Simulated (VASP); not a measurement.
Input of a VASP 6.6.1 run:

Contents of INCAR:

```
SYSTEM = LiCl
PREC = Accurate
ENCUT = 520
EDIFF = 1E-6
ISMEAR = 0
SIGMA = 0.05
LREAL = .False.
LASPH = .True.
NELM = 100
ALGO = Normal
ISIF = 2
LWAVE = .False.
LCHARG = .False.
GGA = PE
NBANDS = 12
```

The input KPOINTS:

```
regular mesh
0
Gamma
  8 8 8
  0 0 0
```

File POSCAR:

```
LiCl
1.0
    0.0000000000      2.2850564253      3.2310697854
    2.2850564253      0.0000000000      3.2310697854
    2.2850564253      2.2850564253      0.0000000000
Li Cl
1 1
Direct
    0.0000000000      0.0000000000      0.0000000000
    0.5000000000      0.5000000000      0.5000000000
```

Potentials or basis: VASP PAW PBE potentials, release 64 (Li_sv, Cl).

Run with:

```bash
$ cat potpaw_PBE.64/Li_sv/POTCAR potpaw_PBE.64/Cl/POTCAR > POTCAR
$ mpirun -np 1 vasp_std > vasp.out
```

Problem. What does it give for the band gap on the k mesh?

Solution. 5.88 eV, indirect (least direct gap 6.23 eV).

 A k mesh can miss the band edges.
